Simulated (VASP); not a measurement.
Wanted: the native input for a VASP 6.6.1 run.

- Task: single point
- Functional: r2SCAN
- Potentials or basis: VASP PAW PBE potentials, release 64 (Re_sv_GW, S)
- Cutoff: 610 eV
- k mesh: 12 × 12 × 12
- Occupations: gaussian, width 0.05 eV
- Spin: no spin polarisation
- Dipole correction: no
- Further INCAR settings: ALGO = Normal; EDIFF = 1e-06; NBANDS = 18

ReS:

```
CELL_PARAMETERS angstrom
0.00000 2.60469 2.60469
2.60469 0.00000 2.60469
2.60469 2.60469 0.00000
ATOMIC_POSITIONS crystal
Re 0.00000 0.00000 0.00000
S 0.25000 0.25000 0.25000
```

One way to write it, as run:

POSCAR

```
ReS
1.0
    0.0000000000      2.6046948912      2.6046948912
    2.6046948912      0.0000000000      2.6046948912
    2.6046948912      2.6046948912      0.0000000000
Re S
1 1
Direct
    0.0000000000      0.0000000000      0.0000000000
    0.2500000000      0.2500000000      0.2500000000
```

INCAR.step1

```
  PREC = Accurate
  ENCUT = 610
  ISMEAR = 0
  SIGMA = 0.05
  LREAL = False
  LASPH = True
  NELM = 120
  NBANDS = 18
  GGA = PE
  ALGO = Normal
  EDIFF = 1E-5
  LWAVE = True
  LCHARG = False
  GGA_COMPAT = False
```

INCAR.step2

```
  PREC = Accurate
  ENCUT = 610
  EDIFF = 1E-6
  ISMEAR = 0
  SIGMA = 0.05
  LREAL = False
  LASPH = True
  NELM = 120
  ALGO = Normal
  ISIF = 2
  LWAVE = False
  LCHARG = False
  METAGGA = R2SCAN
  LMIXTAU = True
  NBANDS = 18
  ISTART = 1
  GGA_COMPAT = False
```

KPOINTS

```
regular mesh
0
Gamma
  12 12 12
```

Potentials or basis: VASP PAW PBE potentials, release 64 (Re_sv_GW, S).

The run is started by

```sh
$ cat potpaw_PBE.64/Re_sv_GW/POTCAR potpaw_PBE.64/S/POTCAR > POTCAR
$ cp INCAR.step1 INCAR
$ mpirun -np 1 vasp_std > vasp.out
$ cp INCAR.step2 INCAR
$ mpirun -np 1 vasp_std > vasp.out
```

Results of the run:

```json
{"Pressure": "-0.5 GPa", "Band gap on the k mesh": "zero (an odd number of electrons rules out a gap without spin polarisation)"}
```

Caveat: the PAW data sets were made with another functional, which shifts forces and pressure a little; spin-orbit coupling is left out, which moves the levels of the heavy elements; an odd number of electrons without spin polarisation forces a metal; a magnetic or distorted state may lie lower.

It took 4.5 min on 1 thread of Intel(R) Xeon(R) Platinum 8259CL CPU @ 2.50GHz (Skylake/Cascade Lake) (shared host), peak memory 0.22 GiB.
